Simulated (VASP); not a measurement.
Runs of VASP 6.6.1 on Os. The structure is that of space group P6_3/mmc (No. 194), or close to it. The cells are those of the table. 

```csv
task,cell,cutoff (eV),gap on the mesh (eV),pressure (GPa)
electric field gradients,"a = 2.782, b = 2.782, c = 4.383 Å, angles 90.0, 90.0, 120.0°, 2 atoms",580,none,-17.5
electric field gradients,"a = 2.709, b = 2.709, c = 4.268 Å, angles 90.0, 90.0, 120.0°, 2 atoms",580,none,16.7
single point,"a = 2.782, b = 2.782, c = 4.383 Å, angles 90.0, 90.0, 120.0°, 2 atoms",660,none,-17.5
single point,"a = 2.728, b = 2.728, c = 4.297 Å, angles 90.0, 90.0, 120.0°, 2 atoms",660,none,6.6
electric field gradients,"a = 2.728, b = 2.728, c = 4.297 Å, angles 90.0, 90.0, 120.0°, 2 atoms",580,none,6.6
single point,"a = 2.746, b = 2.746, c = 4.326 Å, angles 90.0, 90.0, 120.0°, 2 atoms",660,none,(a)
single point,"a = 2.764, b = 2.764, c = 4.355 Å, angles 90.0, 90.0, 120.0°, 2 atoms",660,none,-10.4
single point,"a = 2.709, b = 2.709, c = 4.268 Å, angles 90.0, 90.0, 120.0°, 2 atoms",660,none,16.8
```

Alike in all rows: level r2SCAN; potentials or basis VASP PAW PBE potentials, release 64 (Os); no spin polarisation; k mesh 15 × 15 × 9; smearing fermi-dirac 0.05 eV.

Q: Fill in the values left out.

A: (a) -2.4.

Caveats: the PAW data sets were made with another functional, which shifts forces and pressure a little; spin-orbit coupling is left out, which moves the levels of the heavy elements; the cell stands under pressure (at least some runs); the cell stands under tension (at least some runs).

A k mesh can miss the band edges, and the runs leave out spin-orbit coupling on Os.

A gap of «none» marks levels without a gap at the run's occupations.
